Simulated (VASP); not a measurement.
Wanted: the native input for a VASP 6.6.1 run.

| Quantity | Value |
| --- | --- |
| Task | single point |
| Functional | LDA |
| Potentials or basis | VASP PAW LDA potentials, release 64 (Ge_d) |
| Cutoff | 520 eV |
| k mesh | 8 × 8 × 8 |
| Occupations | fermi-dirac, width 0.05 eV |
| Spin | no spin polarisation |
| Dipole correction | no |
| Further INCAR settings | ALGO = Normal; EDIFF = 1e-06; NBANDS = 21 |

The structure of Ge lies in POSCAR:

```
Ge
1.0
    0.0000000000      2.7906767997      2.7906767997
    2.7906767997      0.0000000000      2.7906767997
    2.7906767997      2.7906767997      0.0000000000
Ge
2
Direct
    0.7500000000      0.7500000000      0.7500000000
    0.5000000000      0.5000000000      0.5000000000
```

The input as run:

INCAR

```
SYSTEM = Ge
PREC = Accurate ; ENCUT = 520
EDIFF = 1E-6 ; ISMEAR = -1
SIGMA = 0.05 ; LREAL = .False.
LASPH = .True. ; NELM = 80
ALGO = Normal ; ISIF = 2
LWAVE = .False. ; LCHARG = .True.
GGA = CA ; LELF = .True.
LVHAR = .True. ; NBANDS = 21
```

KPOINTS

```
Automatic mesh
0
Gamma
  8 8 8
  0 0 0
```

Potentials or basis: VASP PAW LDA potentials, release 64 (Ge_d).

Launch:

```bash
$ cat potpaw_LDA.64/Ge_d/POTCAR > POTCAR
$ mpirun -np 1 vasp_std > vasp.out
```

It gave:

* Pressure: 1.9 GPa
* Band gap on the k mesh: 0.19 eV, indirect (least direct gap 0.23 eV)

Run time: 19 s on 1 thread of AMD EPYC 7R13 Processor (Zen 3) (shared host), peak memory 0.12 GiB.
